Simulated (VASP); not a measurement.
# Te2Mo in VASP: further runs

Te2Mo is run at these levels: BLYP+D4, BLYP+D3(BJ), PBE; tasks: single point.

All numbers are computed with VASP 6.6.1; they aren't measurements. Logs are shortened: lines on timing, memory, paths and dates and some standing lists are left out, and cuts for length are marked.

**1. The cell of the first run**

The cell holds a slab with vacuum, 6 atoms: a = 6.368 Å, b = 3.490 Å, c = 36.151 Å, α = 90.00°, β = 90.16°, γ = 90.00°.

**2. Single point, BLYP+D4**

The input, INCAR:

```
AGGAC = 1.0
AGGAX = 1.0
ALDAC = 0.0
ALDAX = 1.0
ALGO = Normal
EDIFF = 1E-6
ENCUT = 520
GGA = B5
ISIF = 2
ISMEAR = -1
IVDW = 13
LASPH = True
LCHARG = False
LREAL = False
LWAVE = False
NBANDS = 35
NELM = 100
PREC = Accurate
SIGMA = 0.05
VDW_A1 = 0.44488865
VDW_A2 = 4.0933009
VDW_S6 = 1.0
VDW_S8 = 2.34076671
```

The input, KPOINTS:

```
k-points
0
Gamma
  4 8 1
```

The input, POSCAR:

```
Te2Mo
1.0
    6.3676980628      0.0000000000     -0.0012214216
    0.0000000000      3.4899045136      0.0000000000
   -0.0927690200      0.0000000000     36.1504743699
Te Mo
4 2
Direct
    0.4288781403      0.7500000000      0.5415473849
    0.5711218597      0.2500000000      0.4584526151
    0.9204876785      0.2500000000      0.5573733115
    0.0795123215      0.7500000000      0.4426266885
    0.1819853432      0.2500000000      0.4974928041
    0.8180146568      0.7500000000      0.5025071959
```

Potentials or basis: VASP PAW PBE potentials, release 64 (Te, Mo_sv).

On the command line:

```bash
> cat potpaw_PBE.64/Te/POTCAR potpaw_PBE.64/Mo_sv/POTCAR > POTCAR
> mpirun -np 1 vasp_std > vasp.out
```

OUTCAR:

```text
EDIFF = 1E-6
   ENCUT = 520
   GGA = B5
   ISIF = 2
   ISMEAR = -1
   IVDW = 13
   LASPH = True
   LREAL = False
   NELM = 100
   PREC = Accurate

 ion  position               nearest neighbor table
   1  0.429  0.750  0.542-   5 2.84   5 2.84   6 2.86   2 3.59   2 3.59   3 3.63   3 3.63
   2  0.571  0.250  0.458-   6 2.84   6 2.84   5 2.86   1 3.59   1 3.59   4 3.63   4 3.63
   3  0.920  0.250  0.557-   6 2.72   6 2.72   5 2.73   1 3.63   1 3.63
   4  0.080  0.750  0.443-   5 2.72   5 2.72   6 2.73   2 3.63   2 3.63
   5  0.182  0.250  0.497-   4 2.72   4 2.72   3 2.73   1 2.84   1 2.84   2 2.86   6 2.91   6 2.91

   6  0.818  0.750  0.503-   3 2.72   3 2.72   4 2.73   2 2.84   2 2.84   1 2.86   5 2.91   5 2.91

  LATTYP: Found a simple monoclinic cell.
 ALAT       =     6.3676981799
 B/A-ratio  =     0.5480637453
 C/A-ratio  =     5.6771838708
 COS(beta)  =    -0.0027579971

  Lattice vectors:

 A1 = (   6.3676980628,   0.0000000000,  -0.0012214216)
 A2 = (   0.0000000000,   3.4899045136,   0.0000000000)
 A3 = (  -0.0927690200,   0.0000000000,  36.1504743699)

Analysis of symmetry for initial positions (statically):
=====================================================================
 Subroutine PRICEL returns:
 Original cell was already a primitive cell.

 Routine SETGRP: Setting up the symmetry group for a
 simple monoclinic supercell.

 Subroutine GETGRP returns: Found  4 space group operations
 (whereof  2 operations were pure point group operations)
 out of a pool of  4 trial point group operations.

The static configuration has the point symmetry S_2 .
 The point group associated with its full space group is C_2h.

Analysis of symmetry for dynamics (positions and initial velocities):
=====================================================================
 Subroutine PRICEL returns:
 Original cell was already a primitive cell.

 Routine SETGRP: Setting up the symmetry group for a
 simple monoclinic supercell.

 Subroutine GETGRP returns: Found  4 space group operations
 (whereof  2 operations were pure point group operations)
 out of a pool of  4 trial point group operations.

The dynamic configuration has the point symmetry S_2 .
 The point group associated with its full space group is C_2h.

 Subroutine INISYM returns: Found  4 space group operations
 (whereof  2 operations are pure point group operations),
 and found     1 'primitive' translations

----------------------------------------------------------------------------------------

                                     Primitive cell

  volume of cell :     803.3592

  direct lattice vectors                    reciprocal lattice vectors
     6.367698063  0.000000000 -0.001221422     0.157042699  0.000000000  0.000403002
     0.000000000  3.489904514  0.000000000     0.000000000  0.286540791  0.000000000
    -0.092769020  0.000000000 36.150474370     0.000005306  0.000000000  0.027662168

  length of vectors
     6.367698180  3.489904514 36.150593401     0.157043216  0.286540791  0.027662168

  position of ions in fractional coordinates (direct lattice)
     0.428878140  0.750000000  0.541547385
     0.571121860  0.250000000  0.458452615
     0.920487679  0.250000000  0.557373312
     0.079512321  0.750000000  0.442626688
     0.181985343  0.250000000  0.497492804
     0.818014657  0.750000000  0.502507196

  ion indices of the primitive-cell ions
   primitive index   ion index
                 1           1
                 2           2
                 3           3
                 4           4
                 5           5
                 6           6

----------------------------------------------------------------------------------------

 KPOINTS: k-points

Automatic generation of k-mesh.
 Grid dimensions read from file:
 generate k-points for:    4    8    1

 Generating k-lattice:

  Cartesian coordinates                     Fractional coordinates (reciprocal lattice)
     0.039260675  0.000000000  0.000100750     0.250000000  0.000000000  0.000000000
     0.000000000  0.035817599  0.000000000     0.000000000  0.125000000  0.000000000
     0.000005306  0.000000000  0.027662168     0.000000000  0.000000000  1.000000000

  Length of vectors
     0.039260804  0.035817599  0.027662168

  Shift w.r.t. Gamma in fractional coordinates (k-lattice)
     0.000000000  0.000000000  0.000000000

 Subroutine IBZKPT returns following result:
 ===========================================

 Found     15 irreducible k-points:

 Following reciprocal coordinates:
            Coordinates               Weight
  0.000000  0.000000  0.000000      1.000000
  0.250000  0.000000  0.000000      2.000000
  0.500000  0.000000  0.000000      1.000000
  0.000000  0.125000  0.000000      2.000000
  0.250000  0.125000  0.000000      4.000000
  0.500000  0.125000  0.000000      2.000000
  0.000000  0.250000  0.000000      2.000000
  0.250000  0.250000  0.000000      4.000000
  0.500000  0.250000  0.000000      2.000000
  0.000000  0.375000  0.000000      2.000000
  0.250000  0.375000  0.000000      4.000000
  0.500000  0.375000  0.000000      2.000000
  0.000000  0.500000  0.000000      1.000000
  0.250000  0.500000  0.000000      2.000000
  0.500000  0.500000  0.000000      1.000000
   k-points           NKPTS =     15   k-points in BZ     NKDIM =     15   number of bands    NBANDS=     35
   number of dos      NEDOS =    301   number of ions     NIONS =      6
   total plane-waves  NPLWV = 362880
   dimension x,y,z NGX =    48 NGY =   28 NGZ =  270
   dimension x,y,z NGXF=    96 NGYF=   56 NGZF=  540
   ions per type =               4   2
   NGX,Y,Z   is equivalent  to a cutoff of  12.53, 13.34, 12.42 a.u.
   NGXF,Y,Z  is equivalent  to a cutoff of  25.06, 26.68, 24.83 a.u.
 SYSTEM =  unknown system
   PREC   = accura    normal or accurate (medium, high low for compatibility)
   ISTART =      0    job   : 0-new  1-cont  2-samecut
   ICHARG =      2    charge: 1-file 2-atom 10-const
   ISPIN  =      1    spin polarized calculation?
   LNONCOLLINEAR =      F non collinear calculations
   LSORBIT =      F    spin-orbit coupling
   LASPH  =      T    aspherical Exc in radial PAW
   ENCUT  =  520.0 eV  38.22 Ry    6.18 a.u.  11.84  6.49 67.22*2*pi/ulx,y,z
   NELM   =    100;   NELMIN=  2; NELMDL= -5     # of ELM steps
   EDIFF  = 0.1E-05   stopping-criterion for ELM
   LREAL  =      F    real-space projection
   EDIFFG = 0.1E-04   stopping-criterion for IOM
   NSW    =      0    number of steps for IOM
   IBRION =     -1    ionic relax: 0-MD 1-quasi-New 2-CG
   NFREE  =      0    steps in history (QN), initial steepest desc. (CG)
   ISIF   =      2    stress and relaxation
   ISYM   =      2    0-nonsym 1-usesym 2-fastsym
   POTIM  = 0.5000    time-step for ionic-motion
   TEBEG  =    0.0;   TEEND  =   0.0 temperature during run
   PSTRESS=    0.0 pullay stress
   NELECT =      52.0000    total number of electrons
   NUPDOWN=      -1.0000    fix difference up-down
   EMIN   =  10.00;   EMAX   =-10.00  energy-range for DOS
   EFERMI =   0.00;   METHOD = LEGACY
   ISMEAR =    -1;   SIGMA  =   0.05  broadening in eV -4-tet -1-fermi 0-gaus
   EFERMI_NEDOS =   21; number of points for ismear=-14 and -15
   IALGO  =     38    algorithm
   IMIX   =      4    mixing-type and parameters
     AMIX     =   0.40;   BMIX     =  1.00
     AMIX_MAG =   1.60;   BMIX_MAG =  1.00
  volume/ion in A,a.u.               =     133.89       903.56
  Fermi-wavevector in a.u.,A,eV,Ry     =   0.657314  1.242143  5.878551  0.432061
  Thomas-Fermi vector in A             =   1.728782
   LORBIT       =      0    0 simple, 1 ext, 2 COOP (PROOUT), +10 PAW based schemes
   GGA     = B5    functional components
   LHFCALC =     F    Hartree Fock is set to
   AEXX    =    0.0000 exact exchange contribution
   IVDW    =    13    specifies the selected vdW correction
   LEPSILON=     F    determine dielectric tensor
   LRPA    =     F    only Hartree local field effects (RPA)
 non-spin polarized calculation
  energy-cutoff  :      520.00
  volume of cell :      803.36
 maximum number of plane-waves:     21751
 NGX is ok and might be reduce to    48
   NGX = 23   NGY = 13   NGZ =135

 number of electron      51.9999996 magnetization

 Free energy of the ion-electron system (eV)
  ---------------------------------------------------
  ext. energy  EPLUGINS =         0.00000000
  ---------------------------------------------------
  free energy    TOTEN  =       -30.54235792 eV

  energy without entropy =      -30.53369174  energy(sigma->0) =      -30.53802483

 E-fermi :  -1.9111     XC(G=0):  -2.1617

 val. band max:       -2.0622115536   @ k =   0.0000   0.1250   0.0000
 cond. band min:      -1.9062560190   @ k =   0.0000   0.1250   0.0000
 fundamental gap:      0.1559555346
 Fermi energy:        -1.9111097774

 k-point     1 :       0.0000    0.0000    0.0000
  band No.  band energies     occupation
      1     -62.7689      2.00000
      2     -62.7135      2.00000
      3     -37.1238      2.00000
      4     -37.0797      2.00000
      5     -37.0233      2.00000
      6     -36.9229      2.00000
[... 27 lines left out ...]
     34       1.3750      0.00000
     35       1.8923      0.00000

 k-point     2 :       0.2500    0.0000    0.0000
  band No.  band energies     occupation
      1     -62.7688      2.00000
      2     -62.7136      2.00000
      3     -37.1205      2.00000
      4     -37.0794      2.00000
      5     -37.0234      2.00000
      6     -36.9233      2.00000
[... 27 lines left out ...]
     34       1.5180      0.00000
     35       2.1148      0.00000
[... 454 lines left out ...]
     34       1.4679      0.00000
     35       3.0797      0.00000

 k-point    15 :       0.5000    0.5000    0.0000
  band No.  band energies     occupation
      1     -62.7358      2.00000
      2     -62.7358      2.00000
      3     -37.1812      2.00000
      4     -37.1812      2.00000
      5     -36.9777      2.00000
      6     -36.9777      2.00000
[... 27 lines left out ...]
     34       1.3942      0.00000
     35       2.6538      0.00000

------------------------ aborting loop because EDIFF is reached ----------------------------------------

  DFT-D4 for vdW energy calculation

  Edisp (eV):   -4.84451

  FORCE on cell =-STRESS in cart. coord.  units (eV):
  Direction    XX          YY          ZZ          XY          YZ          ZX
  --------------------------------------------------------------------------------------
  -------------------------------------------------------------------------------------
  Total       0.32201     0.30508     0.33329     0.00000     0.00000     0.00794
  in kB       0.64220     0.60844     0.66469     0.00000     0.00000     0.01583
  external pressure =        0.64 kB  Pullay stress =        0.00 kB

 VOLUME and BASIS-vectors are now :
 -----------------------------------------------------------------------------
  energy-cutoff  :      520.00
  volume of cell :      803.36
      direct lattice vectors                 reciprocal lattice vectors
     6.367698063  0.000000000 -0.001221422     0.157042699  0.000000000  0.000403002
     0.000000000  3.489904514  0.000000000     0.000000000  0.286540791  0.000000000
    -0.092769020  0.000000000 36.150474370     0.000005306  0.000000000  0.027662168

 POSITION                                       TOTAL-FORCE (eV/Angst)
 -----------------------------------------------------------------------------------
      2.68073      2.61743     19.57667         0.005700      0.000000      0.041242
      3.59420      0.87248     16.57258        -0.005700      0.000000     -0.041242
      5.80968      0.87248     20.14819        -0.002099      0.000000      0.053148
      0.46525      2.61743     16.00107         0.002099     -0.000000     -0.053148
      1.11268      0.87248     17.98438         0.008272      0.000000     -0.002180
      5.16225      2.61743     18.16487        -0.008272      0.000000      0.002180
 -----------------------------------------------------------------------------------
    total drift:                                0.000000      0.000000      0.000000

  FREE ENERGIE OF THE ION-ELECTRON SYSTEM (eV)
  ---------------------------------------------------
  free  energy   TOTEN  =       -35.3868670736 eV

  energy  without entropy=      -35.3782008988  energy(sigma->0) =      -35.38253399
```

It took 21 min on 1 thread of Intel Xeon Platinum 8488C (Sapphire Rapids), shared host; peak memory 0.91 GiB.

What came out:

| Property | Result |
| --- | --- |
| Free energy | -35.3869 eV |
| Largest force | 0.053 eV/Å |
| Band gap on the k mesh | zero (bands 26 and 27 overlap by 0.18 eV) |
| Dispersion energy per atom | -0.807 eV |

Forces in eV/Å, atoms in the order of the input:
```
Te   0.006  0.000  0.041
Te  -0.006  0.000 -0.041
Te  -0.002  0.000  0.053
Te   0.002  0.000 -0.053
Mo   0.008  0.000 -0.002
Mo  -0.008  0.000  0.002
```

Caveat: there is no dipole correction, which matters where the two faces differ; the PAW data sets were made with another functional, which shifts forces and pressure a little; spin-orbit coupling is left out, which moves the levels of the heavy elements.

**3. Single point, BLYP+D3(BJ)**

This run uses another cell than the first one.

The input, INCAR:

```
SYSTEM = Te2Mo
PREC     = Accurate       ! precision mode
ENCUT    = 520            ! plane-wave cutoff, eV
EDIFF    = 1E-6           ! SCF threshold, eV
ISMEAR   = -1             ! smearing method
SIGMA    = 0.05           ! smearing width, eV
LREAL    = .False.        ! projectors in reciprocal space
LASPH    = .True.         ! aspherical terms in the spheres
NELM     = 60             ! most SCF steps
ALGO     = Normal         ! electronic algorithm
ISIF     = 2              ! what is computed and relaxed
LWAVE    = .False.        ! write WAVECAR
LCHARG   = .False.        ! write CHGCAR
GGA      = B5             ! functional
ALDAX    = 1.0          
AGGAX    = 1.0          
AGGAC    = 1.0          
ALDAC    = 0.0          
IVDW     = 12             ! dispersion correction
VDW_S6   = 1.0          
VDW_S8   = 2.6996       
VDW_A1   = 0.4298       
VDW_A2   = 4.2359       
NBANDS   = 35             ! bands
```

The input, KPOINTS:

```
Automatic mesh
0
Gamma
  4 8 1
  0 0 0
```

The input, POSCAR:

```
Te2Mo
1.0
    6.3405600484      0.0000000000     -0.0004920548
    0.0000000000      3.4694248231      0.0000000000
   -0.0882556431      0.0000000000     36.1507360707
Te Mo
4 2
Direct
    0.4292309631      0.7500000000      0.5417164871
    0.5707690369      0.2500000000      0.4582835129
    0.9206331173      0.2500000000      0.5574813092
    0.0793668827      0.7500000000      0.4425186908
    0.1821109654      0.2500000000      0.4975231808
    0.8178890346      0.7500000000      0.5024768192
```

Potentials or basis: VASP PAW PBE potentials, release 64 (Te, Mo_sv).

On the command line:

```bash
> cat potpaw_PBE.64/Te/POTCAR potpaw_PBE.64/Mo_sv/POTCAR > POTCAR
> mpirun -np 1 vasp_std > vasp.out
```

Run time: 23 min. Hardware: 1 thread of Intel Xeon Platinum 8488C (Sapphire Rapids), shared host; peak memory 0.92 GiB.

Results (log left out):

```
Free energy                : -36.1929 eV
Largest force              : 0.060 eV/Å
Band gap on the k mesh     : zero (bands 26 and 27 overlap by 0.21 eV)
Dispersion energy per atom : -0.950 eV
```

Forces in eV/Å, atoms in the order of the input:
```
Te   0.005  0.000  0.038
Te  -0.005  0.000 -0.038
Te  -0.001  0.000  0.060
Te   0.001  0.000 -0.060
Mo   0.017  0.000  0.000
Mo  -0.017  0.000  0.000
```

Levels at points of the mesh, in eV from the Fermi level:
```csv
k point,band 22,band 23,band 24,band 25,band 26,band 27,band 28,band 29,band 30,band 31
"(0.00, 0.00, 0.00)",-1.32,-0.99,-0.56,-0.29,0.22,0.63,1.08,1.62,2.08,2.20
"(0.50, 0.00, 0.00)",-1.32,-1.31,-0.89,-0.77,-0.56,0.12,1.08,1.34,1.79,2.71
"(0.00, 0.50, 0.00)",-2.48,-1.63,-1.63,-1.39,-1.39,1.14,1.14,1.43,1.43,1.90
"(0.50, 0.50, 0.00)",-2.25,-1.61,-1.61,-0.83,-0.83,1.08,1.08,1.78,1.78,2.27
```

Caveat: there is no dipole correction, which matters where the two faces differ; the PAW data sets were made with another functional, which shifts forces and pressure a little; spin-orbit coupling is left out, which moves the levels of the heavy elements.

(Part 1 of 2 ends here.)

The gap in the log of VASP goes by the Fermi energy; the results here count the filled bands.